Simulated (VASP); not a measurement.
A run of VASP 6.6.1 is set up as follows.

Contents of INCAR:

```
SYSTEM = Ta2C
PREC = Accurate
ENCUT = 600
EDIFF = 1E-6
ISMEAR = 0
SIGMA = 0.1
LREAL = .False.
LASPH = .True.
NELM = 80
ALGO = Normal
ISIF = 3
LWAVE = .False.
LCHARG = .False.
GGA = PS
IBRION = 2
NSW = 100
EDIFFG = -0.005
```

File KPOINTS:

```
regular mesh
0
Gamma
  18 18 8
  0 0 0
```

Contents of POSCAR:

```
Ta2C
1.0
    3.1059007354      0.0000000000      0.0000000000
   -1.5529503677      2.6897889385      0.0000000000
    0.0000000000      0.0000000000      4.9464000000
Ta C
2 1
Direct
    0.3333333333      0.6666666667      0.2520100000
    0.6666666667      0.3333333333      0.7479900000
    0.0000000000      0.0000000000      0.0000000000
```

Potentials or basis: VASP PAW PBE potentials, release 64 (Ta_pv, C).

Run with:

```console
$ cat potpaw_PBE.64/Ta_pv/POTCAR potpaw_PBE.64/C/POTCAR > POTCAR
$ mpirun -np 1 vasp_std > vasp.out
```

(1) What does it give for the relaxed volume?

(2) Estimate the space group after relaxing (to 0.05 Å).

(3) Predict the band gap on the k mesh.

Results:

(1) 13.63 Å³/atom.

(2) P-3m1 (No. 164).

(3) zero (band 13 reaches 6.99 eV, above the bottom of band 14 at 6.19 eV).

Caveat: the PAW data sets were made with another functional, which shifts forces and pressure a little; spin-orbit coupling is left out, which moves the levels of the heavy elements.
